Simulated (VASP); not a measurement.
# In2SiH2 in VASP: a series of runs, part 2 of 2

VASP 6.6.1. Earlier steps stand in the parts before.

**3. Single point, PBE**

This run uses another cell than the first one, of 15.47 Å³/atom, 0.916 times its volume.

File INCAR:

```
PREC = Accurate ; ENCUT = 500
EDIFF = 1E-6 ; ISMEAR = 0
SIGMA = 0.15 ; LREAL = False
LASPH = True ; NELM = 120
ALGO = Normal ; ISIF = 2
LWAVE = False ; LCHARG = True
GGA = PE ; LELF = True
LVHAR = True ; NBANDS = 24
GGA_COMPAT = False
```

File KPOINTS:

```
Automatic mesh
0
Gamma
  4 4 4
```

File POSCAR:

```
In2SiH2
1.0
   -2.0257936627      2.0257936627      4.7120773201
    2.0257936627     -2.0257936627      4.7120773201
    2.0257936627      2.0257936627     -4.7120773201
In Si H
2 1 2
Direct
    0.6430101748      0.6430101748      0.0000000000
    0.3112331447      0.3112331447      0.0000000000
    0.9706785422      0.9706785422      0.0000000000
    0.4667583541      0.9667583541      0.5000000000
    0.9667583541      0.4667583541      0.5000000000
```

Potentials or basis: VASP PAW PBE potentials, release 64 (In_d, Si, H).

Started as:

```console
cat potpaw_PBE.64/In_d/POTCAR potpaw_PBE.64/Si/POTCAR potpaw_PBE.64/H/POTCAR > POTCAR
mpirun -np 1 vasp_std > vasp.out
```

OUTCAR:

```text
PREC = Accurate
   ENCUT = 500
   EDIFF = 1E-6
   ISMEAR = 0
   LREAL = False
   LASPH = True
   NELM = 120
   ISIF = 2
   GGA = PE

 ion  position               nearest neighbor table
   1  0.643  0.643  0.000-   3 3.09   2 3.13   2 3.27   2 3.27   2 3.27   2 3.27   3 3.29   3 3.29
                             3 3.29   3 3.29
   2  0.311  0.311  0.000-   1 3.13   3 3.21   3 3.24   3 3.24   3 3.24   3 3.24   1 3.27   1 3.27
                             1 3.27   1 3.27
   3  0.971  0.971  0.000-   1 3.09   2 3.21   2 3.24   2 3.24   2 3.24   2 3.24   1 3.29   1 3.29
                             1 3.29   1 3.29
   4  0.467  0.967  0.500-
   5  0.967  0.467  0.500-

  LATTYP: Found a body centered tetragonal cell.
 ALAT       =     4.0515873254
 C/A-ratio  =     2.3260401130

  Lattice vectors:

 A1 = (  -2.0257936627,   2.0257936627,   4.7120773201)
 A2 = (   2.0257936627,  -2.0257936627,   4.7120773201)
 A3 = (   2.0257936627,   2.0257936627,  -4.7120773201)

Analysis of symmetry for initial positions (statically):
=====================================================================
 Subroutine PRICEL returns:
 Original cell was already a primitive cell.

 Routine SETGRP: Setting up the symmetry group for a
 body centered tetragonal supercell.

 Subroutine GETGRP returns: Found  8 space group operations
 (whereof  8 operations were pure point group operations)
 out of a pool of 16 trial point group operations.

The static configuration has the point symmetry C_4v.

Analysis of symmetry for dynamics (positions and initial velocities):
=====================================================================
 Subroutine PRICEL returns:
 Original cell was already a primitive cell.

 Routine SETGRP: Setting up the symmetry group for a
 body centered tetragonal supercell.

 Subroutine GETGRP returns: Found  8 space group operations
 (whereof  8 operations were pure point group operations)
 out of a pool of 16 trial point group operations.

The dynamic configuration has the point symmetry C_4v.

 Subroutine INISYM returns: Found  8 space group operations
 (whereof  8 operations are pure point group operations),
 and found     1 'primitive' translations

----------------------------------------------------------------------------------------

                                     Primitive cell

  volume of cell :      77.3504

  direct lattice vectors                    reciprocal lattice vectors
    -2.025793663  2.025793663  4.712077320     0.000000000  0.246816845  0.106110313
     2.025793663 -2.025793663  4.712077320     0.246816845  0.000000000  0.106110313
     2.025793663  2.025793663 -4.712077320     0.246816845  0.246816845  0.000000000

  length of vectors
     5.514648910  5.514648910  5.514648910     0.268659549  0.268659549  0.349051729

  position of ions in fractional coordinates (direct lattice)
     0.643010175  0.643010175  0.000000000
     0.311233145  0.311233145  0.000000000
     0.970678542  0.970678542  0.000000000
     0.466758354  0.966758354  0.500000000
     0.966758354  0.466758354  0.500000000

  ion indices of the primitive-cell ions
   primitive index   ion index
                 1           1
[... 33 lines left out ...]
  0.000000  0.000000  0.000000      1.000000
  0.250000 -0.000000  0.000000      8.000000
  0.500000 -0.000000  0.000000      4.000000
  0.250000  0.250000  0.000000      8.000000
  0.500000  0.250000  0.000000     16.000000
 -0.250000  0.250000  0.000000      4.000000
  0.500000  0.500000  0.000000      2.000000
  0.250000  0.250000  0.250000      2.000000
 -0.250000  0.250000  0.250000      4.000000
  0.500000  0.500000  0.250000      4.000000
 -0.250000  0.500000  0.250000      8.000000
 -0.250000 -0.250000  0.250000      2.000000
  0.500000  0.500000  0.500000      1.000000
   k-points           NKPTS =     13   k-points in BZ     NKDIM =     13   number of bands    NBANDS=     24
   number of dos      NEDOS =    301   number of ions     NIONS =      5
   total plane-waves  NPLWV =  64000
   dimension x,y,z NGX =    40 NGY =   40 NGZ =   40
   dimension x,y,z NGXF=    80 NGYF=   80 NGZF=   80
   ions per type =               2   1   2
   NGX,Y,Z   is equivalent  to a cutoff of  12.06, 12.06, 12.06 a.u.
   NGXF,Y,Z  is equivalent  to a cutoff of  24.12, 24.12, 24.12 a.u.
 SYSTEM =  unknown system
   PREC   = accura    normal or accurate (medium, high low for compatibility)
   ISTART =      0    job   : 0-new  1-cont  2-samecut
   ICHARG =      2    charge: 1-file 2-atom 10-const
   ISPIN  =      1    spin polarized calculation?
   LNONCOLLINEAR =      F non collinear calculations
   LSORBIT =      F    spin-orbit coupling
   LASPH  =      T    aspherical Exc in radial PAW
   ENCUT  =  500.0 eV  36.75 Ry    6.06 a.u.  10.05 10.05 10.05*2*pi/ulx,y,z
   NELM   =    120;   NELMIN=  2; NELMDL= -5     # of ELM steps
   EDIFF  = 0.1E-05   stopping-criterion for ELM
   LREAL  =      F    real-space projection
   EDIFFG = 0.1E-04   stopping-criterion for IOM
   NSW    =      0    number of steps for IOM
   IBRION =     -1    ionic relax: 0-MD 1-quasi-New 2-CG
   NFREE  =      0    steps in history (QN), initial steepest desc. (CG)
   ISIF   =      2    stress and relaxation
   ISYM   =      2    0-nonsym 1-usesym 2-fastsym
   POTIM  = 0.5000    time-step for ionic-motion
   TEBEG  =    0.0;   TEEND  =   0.0 temperature during run
   PSTRESS=    0.0 pullay stress
   NELECT =      32.0000    total number of electrons
   NUPDOWN=      -1.0000    fix difference up-down
   EMIN   =  10.00;   EMAX   =-10.00  energy-range for DOS
   EFERMI =   0.00;   METHOD = LEGACY
   ISMEAR =     0;   SIGMA  =   0.15  broadening in eV -4-tet -1-fermi 0-gaus
   EFERMI_NEDOS =   21; number of points for ismear=-14 and -15
   IALGO  =     38    algorithm
   IMIX   =      4    mixing-type and parameters
     AMIX     =   0.40;   BMIX     =  1.00
     AMIX_MAG =   1.60;   BMIX_MAG =  1.00
  volume/ion in A,a.u.               =      15.47       104.40
  Fermi-wavevector in a.u.,A,eV,Ry     =   1.219843  2.305169 20.245695  1.488017
  Thomas-Fermi vector in A             =   2.355081
   LORBIT       =      0    0 simple, 1 ext, 2 COOP (PROOUT), +10 PAW based schemes
   GGA     = PE    functional components
   LHFCALC =     F    Hartree Fock is set to
   AEXX    =    0.0000 exact exchange contribution
   IVDW    =     0    specifies the selected vdW correction
   LEPSILON=     F    determine dielectric tensor
   LRPA    =     F    only Hartree local field effects (RPA)
 non-spin polarized calculation
 Gauss-broadening in eV      SIGMA  =   0.15
  energy-cutoff  :      500.00
  volume of cell :       77.35
 maximum number of plane-waves:      1997
   NGX = 21   NGY = 21   NGZ = 21

 number of electron      32.0000004 magnetization

 Free energy of the ion-electron system (eV)
  ---------------------------------------------------
  ext. energy  EPLUGINS =         0.00000000
  ---------------------------------------------------
  free energy    TOTEN  =       -14.84476666 eV

  energy without entropy =      -14.83005152  energy(sigma->0) =      -14.83740909

 E-fermi :   6.8916     XC(G=0): -10.2483

 val. band max:        6.8185195856   @ k =   0.2500  -0.0000   0.0000
 cond. band min:       7.0076086905   @ k =   0.5000  -0.0000   0.0000
 fundamental gap:      0.1890891049
 Fermi energy:         6.8916113815

 k-point     1 :       0.0000    0.0000    0.0000
  band No.  band energies     occupation
      1      -7.7785      2.00000
      2      -7.7769      2.00000
      3      -7.7285      2.00000
      4      -7.6486      2.00000
      5      -7.6486      2.00000
      6      -7.6134      2.00000
[... 340 lines left out ...]
     23      13.3261      0.00000
     24      13.3261      0.00000

------------------------ aborting loop because EDIFF is reached ----------------------------------------

  FORCE on cell =-STRESS in cart. coord.  units (eV):
  Direction    XX          YY          ZZ          XY          YZ          ZX
  --------------------------------------------------------------------------------------
  -------------------------------------------------------------------------------------
  Total       -0.2092159     -0.2092159      0.0159225      0.0000000     -0.0000000      0.0000000
  in kB       -4.3335373     -4.3335373      0.3298070      0.0000000     -0.0000000      0.0000000
  external PRESSURE =      -2.7790892 kB  Pullay stress =       0.0000000 kB

 VOLUME and BASIS-vectors are now :
 -----------------------------------------------------------------------------
  energy-cutoff  :      500.00
  volume of cell :       77.35
      direct lattice vectors                 reciprocal lattice vectors
    -2.025793663  2.025793663  4.712077320     0.000000000  0.246816845  0.106110313
     2.025793663 -2.025793663  4.712077320     0.246816845  0.000000000  0.106110313
     2.025793663  2.025793663 -4.712077320     0.246816845  0.246816845  0.000000000

 POSITION                                       TOTAL-FORCE (eV/Angst)
 -----------------------------------------------------------------------------------
      0.00000      0.00000      6.05983        -0.000000     -0.000000     -0.030405
      0.00000      0.00000      2.93311         0.000000      0.000000     -0.009871
      0.00000      0.00000      9.14782         0.000000      0.000000      0.001268
      2.02579      0.00000      4.39880        -0.000000      0.000000      0.019504
      0.00000      2.02579      4.39880         0.000000     -0.000000      0.019504
 -----------------------------------------------------------------------------------
    total drift:                               -0.000000     -0.000000      0.000777

  FREE ENERGIE OF THE ION-ELECTRON SYSTEM (eV)
  ---------------------------------------------------
  free  energy   TOTEN  =       -14.8447666610 eV

  energy  without entropy=      -14.8300515211  energy(sigma->0) =      -14.83740909
```

Wall time 73 s (1 thread of Intel Xeon 8259CL, shared host); peak memory 0.24 GiB.

Results:

```yaml
Free_energy: -14.8448 eV
Pressure: -0.3 GPa
Largest_force: 0.030 eV/Å
Band_gap_on_the_k_mesh: zero (band 16 reaches 8.30 eV, above the bottom of band 17 at 6.09 eV)
```

Forces on the atoms (eV/Å):
```
In   0.000  0.000 -0.030
In   0.000  0.000 -0.010
Si   0.000  0.000  0.001
H    0.000  0.000  0.020
H    0.000  0.000  0.020
```

Caveat: the k points lie up to 0.55 Å⁻¹ apart; spin-orbit coupling is left out, which moves the levels of the heavy elements.
